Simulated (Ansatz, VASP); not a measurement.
CaSe in VASP and in Ansatz

```
CELL_PARAMETERS angstrom
0.00000 2.98118 2.98118
2.98118 0.00000 2.98118
2.98118 2.98118 0.00000
ATOMIC_POSITIONS crystal
Ca 0.00000 0.00000 0.00000
Se 0.50000 0.50000 0.50000
```

Change from the starting cell: hydrostatic strain +0.5%.

Alike in both runs: task single point; functional PBE; k mesh 8 × 8 × 8; occupations fermi-dirac, width 0.02 eV; no spin polarisation.

|  | VASP | Ansatz |
| --- | --- | --- |
| version | VASP 6.6.1 | Ansatz 0.2.0 |
| potentials or method | VASP PAW PBE potentials, release 64 (Ca_sv, Se) | plane waves, PAW |
| plane-wave cutoff (eV) | 520 | 420 |
| valence electrons in the cell | 16 | 26 |

Ansatz gave:

```
gap on the k mesh at the Fermi level (eV) : 2.09
pressure (GPa)                            : -0.1
```

**Question.** What did VASP give for the same quantities?

**Answer.** gap on the k mesh at the Fermi level (eV): 2.08; pressure (GPa): 0.1.

The functional is the same, so the differences come from potentials, cutoffs and numerics. VASP's potentials hold 16 valence electrons a cell and Ansatz's 26, so a difference there can come from the potentials and not from the codes.
